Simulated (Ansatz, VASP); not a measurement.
Two plane-wave programs on SiC

Contents of INCAR:

```
PREC     = Accurate       # precision mode
ENCUT    = 520            # plane-wave cutoff, eV
EDIFF    = 1E-6           # SCF threshold, eV
ISMEAR   = 0              # smearing method
SIGMA    = 0.05           # smearing width, eV
LREAL    = False          # projectors in reciprocal space
LASPH    = True           # aspherical terms in the spheres
NELM     = 60             # most SCF steps
ALGO     = Normal         # electronic algorithm
ISIF     = 2              # what is computed and relaxed
LWAVE    = False          # write WAVECAR
LCHARG   = True           # write CHGCAR
GGA      = PE             # functional
LELF     = True           # ELF
LVHAR    = True         
NBANDS   = 26             # bands
```

File KPOINTS:

```
Automatic mesh
0
Gamma
  12 12 4
```

Contents of POSCAR:

```
SiC
1.0
    2.8775000000      0.0000000000      0.0000000000
   -1.4387500000      2.4919880994      0.0000000000
    0.0000000000      0.0000000000     10.1291708101
Si C
4 4
Direct
    0.6666666667      0.3333333333      0.9378436843
    0.3333333333      0.6666666667      0.4378436843
    0.0000000000      0.0000000000      0.6878989045
    0.0000000000      0.0000000000      0.1878989045
    0.6666666667      0.3333333333      0.7498087506
    0.3333333333      0.6666666667      0.2498087506
    0.0000000000      0.0000000000      0.5004476606
    0.0000000000      0.0000000000      0.0004476606
```

Input for Ansatz:

```yaml
crystal:
  lattice:
    - [2.8775, 0.0, 0.0]
    - [-1.43875, 2.4919880994, 0.0]
    - [0.0, 0.0, 10.1291708101]
  atoms:
    - { symbol: Si, position: [0.6666666667, 0.3333333333, 0.9378436843] }
    - { symbol: Si, position: [0.3333333333, 0.6666666667, 0.4378436843] }
    - { symbol: Si, position: [0.0, 0.0, 0.6878989045] }
    - { symbol: Si, position: [0.0, 0.0, 0.1878989045] }
    - { symbol: C, position: [0.6666666667, 0.3333333333, 0.7498087506] }
    - { symbol: C, position: [0.3333333333, 0.6666666667, 0.2498087506] }
    - { symbol: C, position: [0.0, 0.0, 0.5004476606] }
    - { symbol: C, position: [0.0, 0.0, 0.0004476606] }
basis:
  ecutwfc: 520.0
kpoints:
  mp_grid: { grid: [12, 12, 4] }
hamiltonian:
  xc: pbe
  pseudopotentials: { kind: paw, azcp: { folder: soft_1 } }
scf:
  occupations: { method: gaussian, width: 0.05 }
output:
  forces: true
  stress: true
  eigenvalues: true
```

Alike in both runs: task single point; functional PBE; k mesh 12 × 12 × 4; occupations gaussian, width 0.05 eV; no spin polarisation.

|  | VASP | Ansatz |
| --- | --- | --- |
| version | VASP 6.6.1 | Ansatz 0.2.0 |
| potentials or method | VASP PAW PBE potentials, release 64 (Si, C), cutoff 520 eV | scalar-relativistic, plane waves, PAW |
| valence electrons in the cell | 32 | 32 |

Ansatz gave:

| Item | Value |
| --- | --- |
| gap on the k mesh at the Fermi level (eV) | 1.78 |
| least direct gap on the mesh (eV) | 3.17 |
| rms of the force components (eV/Å) | 0.637 |

Task: What did VASP give for the same quantities?

Result: gap on the k mesh at the Fermi level (eV): 1.78; least direct gap on the mesh (eV): 3.16; rms of the force components (eV/Å): 0.634.

Atom by atom the forces differ by 0.003 eV/Å (rms over components). The functional is the same, so the differences come from potentials, cutoffs and numerics.
